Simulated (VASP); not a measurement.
Ti, 2 atoms in the cell. The structure is hexagonal, space group P6_3/mmc (No. 194). Conventional cell: a = 2.950 Å, b = 2.950 Å, c = 4.680 Å, α = 90.00°, β = 90.00°, γ = 120.00°. Within 3.8 Å of Ti (site symmetry -6m2) lie 12 Ti at 2.89 to 2.95 Å. 

```yaml
Program: VASP 6.6.1
Task: single point
Functional: PBE
Potentials_or_basis: VASP PAW PBE potentials, release 64 (Ti_sv)
Cutoff: 520 eV
k_mesh: 19 × 19 × 11
Occupations: methfessel-paxton, width 0.05 eV
Spin: no spin polarisation
Dipole_correction: no
Further_INCAR_settings: ALGO = Normal; EDIFF = 1e-06; NBANDS = 19
```

Potentials or basis: VASP PAW PBE potentials, release 64 (Ti_sv).

Launch:

```sh
$ cat potpaw_PBE.64/Ti_sv/POTCAR > POTCAR
$ mpirun -np 1 vasp_std > vasp.out
```

Hardware: 1 thread of AMD EPYC 7R13, on a shared host.

Task: How long does it take, and how much memory?

Result: It took 4.1 min on 1 thread of AMD EPYC 7R13, on a shared host, peak memory 0.22 GiB. Counts: scf iterations 13, k points 240.
